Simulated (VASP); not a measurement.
Write the native input for VASP 6.6.1 that does the following.

```yaml
Task: single point
Functional: PBEsol
Potentials_or_basis: VASP PAW PBE potentials, release 64 (Ga_d, N)
Cutoff: 520 eV
k_mesh: 9 × 9 × 6
Occupations: fermi-dirac, width 0.03 eV
Spin: no spin polarisation
Dipole_correction: no
Further_INCAR_settings: ALGO = Normal; EDIFF = 1e-06; NBANDS = 26
```

The structure of GaN lies in POSCAR:

```
GaN
1.0
    3.3072906630      0.0000000000      0.0000000000
   -1.6536453315      2.8641977318      0.0000000000
    0.0000000000      0.0000000000      4.7205407927
Ga N
2 2
Direct
    0.3333333333      0.6666666667      0.2500000000
    0.6666666667      0.3333333333      0.7500000000
    0.6666666667      0.3333333333      0.2500000000
    0.3333333333      0.6666666667      0.7500000000
```

These files were run (other wordings do the same):

INCAR

```
ALGO = Normal
EDIFF = 1E-6
ENCUT = 520
GGA = PS
ISIF = 2
ISMEAR = -1
LASPH = True
LCHARG = False
LREAL = False
LWAVE = False
NBANDS = 26
NELM = 100
PREC = Accurate
SIGMA = 0.03
```

KPOINTS

```
k-points
0
Gamma
  9 9 6
```

Potentials or basis: VASP PAW PBE potentials, release 64 (Ga_d, N).

The run is started by

```sh
$ cat potpaw_PBE.64/Ga_d/POTCAR potpaw_PBE.64/N/POTCAR > POTCAR
$ mpirun -np 1 vasp_std > vasp.out
```

It gave:

| Property | Result |
| --- | --- |
| Pressure | -0.1 GPa |
| Band gap on the k mesh | 1.42 eV, direct |

Caveat: the PAW data sets were made with another functional, which shifts forces and pressure a little.

It took 100 s on 1 thread of Intel Xeon 6975P-C, on a shared host, peak memory 0.2 GiB.
